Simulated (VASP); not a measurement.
Runs of VASP 6.6.1 on Sb. The structure is that of space group I4_1/amd (No. 141), or close to it. The cells are those of the table. 

| cell | gap on the mesh (eV) | pressure (GPa) |
| --- | --- | --- |
| a = 4.511, b = 4.511, c = 4.555 Å, angles 97.1, 97.1, 138.6°, 2 atoms | none | (a) |
| a = 4.453, b = 4.453, c = 4.496 Å, angles 97.1, 97.1, 138.6°, 2 atoms | none | 0.3 |
| a = 4.392, b = 4.392, c = 4.435 Å, angles 97.1, 97.1, 138.6°, 2 atoms | none | 3.4 |
| a = 4.330, b = 4.330, c = 4.373 Å, angles 97.1, 97.1, 138.6°, 2 atoms | none | 7.2 |

Alike in all rows: task single point; level LDA; potentials or basis VASP PAW LDA potentials, release 64 (Sb); no spin polarisation; k mesh 13 × 13 × 9; cutoff (eV) 520; smearing fermi-dirac 0.1 eV.

Task: Estimate the missing entries.

Result: (a) -2.1.

Caveats: spin-orbit coupling is left out, which moves the levels of the heavy elements; the cell stands under pressure (at least some runs).

A k mesh can miss the band edges, and the runs leave out spin-orbit coupling on Sb.

A gap of «none» marks levels without a gap at the run's occupations.
